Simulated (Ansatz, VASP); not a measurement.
**One calculation of Al, two programs**

```
Al
1.0
     0.00000    2.02481    2.02481
     2.02481    0.00000    2.02481
     2.02481    2.02481    0.00000
Al
1
Direct
  0.00000 0.00000 0.00000
```

Alike in both runs: functional BLYP; k mesh 8 × 8 × 8; occupations gaussian, width 0.1 eV; non-collinear spin.

|  | VASP | Ansatz |
| --- | --- | --- |
| version | VASP 6.6.1 | Ansatz 0.2.0 |
| potentials or method | VASP PAW PBE potentials, release 64 (Al), cutoff 520 eV | all-electron LAPW, scalar-relativistic |
| task | single point | band structure |

```tsv
	VASP	Ansatz	Ansatz less VASP
gap on the k mesh at the Fermi level (eV)	none	none	-
pressure (GPa)	3.0	2.8	-0.14
net moment per atom (μB)	0.00	0.00	0.000
```

VASP's potentials were made for PBE, not for BLYP. A gap of «none» marks a metal or a gap that the smearing closes. Ansatz ran all-electron here, and VASP with PAW potentials.

Noted on Ansatz's run: the k mesh is thin for a metal, which can move the energy by tens of meV per atom.
